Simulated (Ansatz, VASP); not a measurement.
# BaGeP4 in VASP and in Ansatz

INCAR

```
  PREC = Accurate
  ENCUT = 600
  EDIFF = 1E-6
  ISMEAR = 0
  SIGMA = 0.1
  LREAL = F
  LASPH = T
  NELM = 80
  ALGO = Normal
  ISIF = 3
  LWAVE = F
  LCHARG = F
  GGA = PE
  IBRION = 2
  NSW = 100
  EDIFFG = -0.01
```

File KPOINTS:

```
Automatic mesh
0
Gamma
  8 8 10
```

Contents of POSCAR:

```
BaGeP4
1.0
    3.3173707880     -5.1175978662      0.0000000000
    3.3173707880      5.1175978662      0.0000000000
    0.0000000000      0.0000000000      3.5916580624
Ba Ge P
1 1 4
Direct
    0.5000000000      0.5000000000      0.0000000000
    0.0000000000      0.0000000000      0.5000000000
    0.1903029648      0.8096970352      0.0000000000
    0.8096970352      0.1903029648      0.0000000000
    0.0000000000      0.5000000000      0.5000000000
    0.5000000000      0.0000000000      0.5000000000
```

Input for Ansatz:

```yaml
crystal:
  lattice:
    - [3.317370788, -5.1175978662, 0.0]
    - [3.317370788, 5.1175978662, 0.0]
    - [0.0, 0.0, 3.5916580624]
  atoms:
    - { symbol: Ba, position: [0.5, 0.5, 0.0] }
    - { symbol: Ge, position: [0.0, 0.0, 0.5] }
    - { symbol: P, position: [0.1903029648, 0.8096970352, 0.0] }
    - { symbol: P, position: [0.8096970352, 0.1903029648, 0.0] }
    - { symbol: P, position: [0.0, 0.5, 0.5] }
    - { symbol: P, position: [0.5, 0.0, 0.5] }
basis:
  ecutwfc: 420
kpoints:
  mp_grid: { grid: [8, 8, 10] }
hamiltonian:
  xc: pbe
scf:
  occupations: { method: gaussian, width: 0.1 }
output:
  forces: true
  stress: true
  eigenvalues: true
  write_density: true
  write_potential: true
  elf: true
  volumetric_format: npy
relax:
  adjacent_minimum: "off"
  f_tol: 0.01
  max_steps: 80
  cell: { stress_tol: 0.05 }
```

Change from the starting cell: species swapped into the TbAlNi4 type (Cmmm, No. 65).

Alike in both runs: task relaxation of cell and atoms; functional PBE; k mesh 8 × 8 × 10; occupations gaussian, width 0.1 eV; no spin polarisation.

|  | VASP | Ansatz |
| --- | --- | --- |
| version | VASP 6.6.1 | Ansatz 0.2.0 |
| potentials or method | VASP PAW PBE potentials, release 64 (Ba_sv, Ge_d, P), cutoff 600 eV | scalar-relativistic, plane waves, PAW |
| valence electrons in the cell | 44 | 44 |

Ansatz gave:

```
gap on the k mesh at the Fermi level, each at its own relaxed structure (eV) : none
relaxed volume (Å³/atom)                                                     : 20.41
relaxed cell length with the largest relative difference (Å)                 : 6.100
```

Q: Estimate VASP's values.

A: gap on the k mesh at the Fermi level, each at its own relaxed structure (eV): none; relaxed volume (Å³/atom): 20.52; relaxed cell length with the largest relative difference (Å): 6.128.

A gap of «none» marks a metal or a gap that the smearing closes.

Neither program's run includes spin-orbit coupling.
